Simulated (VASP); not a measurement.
Crystal: BN.

```xyz
2
Lattice="0.0000 1.8130 1.8130 1.8130 0.0000 1.8130 1.8130 1.8130 0.0000" Properties=species:S:1:pos:R:3 pbc="T T T"
B     0.0000    0.0000    0.0000
N     2.7195    2.7195    2.7195
```

* Program: VASP 6.6.1
* Task: relaxation of cell and atoms
* Functional: LDA
* Potentials or basis: VASP PAW LDA potentials, release 64 (B, N)
* Cutoff: 600 eV
* k mesh: 10 × 10 × 10
* Occupations: gaussian, width 0.1 eV
* Spin: no spin polarisation

At the start: pressure -13.6 GPa; volume 5.96 Å³/atom.

Question: Where does the relaxation end?

Answer: Over 3 steps the energy falls by 9.2 meV/atom and the volume is 5.75 Å³/atom (-3.5 %); space group F-43m (No. 216, to 0.05 Å).

The path:
```csv
step,energy change (eV),largest force (eV/Å),pressure (GPa),volume (Å³)
1,0.0000,0.0000,-13.60,11.92
2,0.0027,0.0000,16.35,11.07
3,-0.0185,0.0000,-0.10,11.50
```

Final structure:
```
B N
1.0
     0.00000    1.79143    1.79143
     1.79143    0.00000    1.79143
     1.79143    1.79143    0.00000
B N
1 1
Cartesian
  0.0000 0.0000 0.0000
  2.6871 2.6871 2.6871
```
